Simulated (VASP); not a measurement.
Wanted: the native input for a VASP 6.6.1 run.

```
Task                   : single point
Functional             : r2SCAN
Potentials or basis    : VASP PAW PBE potentials, release 64 (Si)
Cutoff                 : 520 eV
k mesh                 : 18 × 18 × 10
Occupations            : gaussian, width 0.1 eV
Spin                   : no spin polarisation
Dipole correction      : no
Further INCAR settings : ALGO = Normal; EDIFF = 1e-06; NBANDS = 11
```

Crystal: Si.

```
CELL_PARAMETERS angstrom
2.61326 0.00000 0.00000
-1.30663 2.26315 0.00000
0.00000 0.00000 4.50466
ATOMIC_POSITIONS crystal
Si 0.33333 0.66667 0.25000
Si 0.66667 0.33333 0.75000
```

This isn't the form of Si at room conditions, which is diamond.

The input as run:

POSCAR

```
Si
1.0
    2.6132589965      0.0000000000      0.0000000000
   -1.3066294982      2.2631486776      0.0000000000
    0.0000000000      0.0000000000      4.5046641712
Si
2
Direct
    0.3333333333      0.6666666667      0.2500000000
    0.6666666667      0.3333333333      0.7500000000
```

INCAR.step1

```
SYSTEM = Si
ALGO = Normal ; EDIFF = 1E-4
ENCUT = 520 ; GGA = PE
ISMEAR = 0 ; LASPH = .TRUE.
LCHARG = .FALSE. ; LREAL = .FALSE.
LWAVE = .TRUE. ; NBANDS = 11
NELM = 100 ; PREC = Accurate
SIGMA = 0.1
```

INCAR.step2

```
SYSTEM = Si
ALGO = Normal ; EDIFF = 1E-6
ENCUT = 520 ; ISIF = 2
ISMEAR = 0 ; ISTART = 1
LASPH = .TRUE. ; LCHARG = .FALSE.
LMIXTAU = .TRUE. ; LREAL = .FALSE.
LWAVE = .FALSE. ; METAGGA = R2SCAN
NBANDS = 11 ; NELM = 100
PREC = Accurate ; SIGMA = 0.1
```

KPOINTS

```
k-points
0
G
  18 18 10
  0 0 0
```

Potentials or basis: VASP PAW PBE potentials, release 64 (Si).

Run with:

```sh
$ cat potpaw_PBE.64/Si/POTCAR > POTCAR
$ cp INCAR.step1 INCAR
$ mpirun -np 1 vasp_std > vasp.out
$ cp INCAR.step2 INCAR
$ mpirun -np 1 vasp_std > vasp.out
```

It gave:

```
Pressure               : 2.9 GPa
Band gap on the k mesh : zero (bands 4 and 5 overlap by 14.58 eV)
```

Caveat: the PAW data sets were made with another functional, which shifts forces and pressure a little.

It took 2.7 min on 1 thread of Intel Xeon 8259CL, on a shared host, peak memory 0.17 GiB.
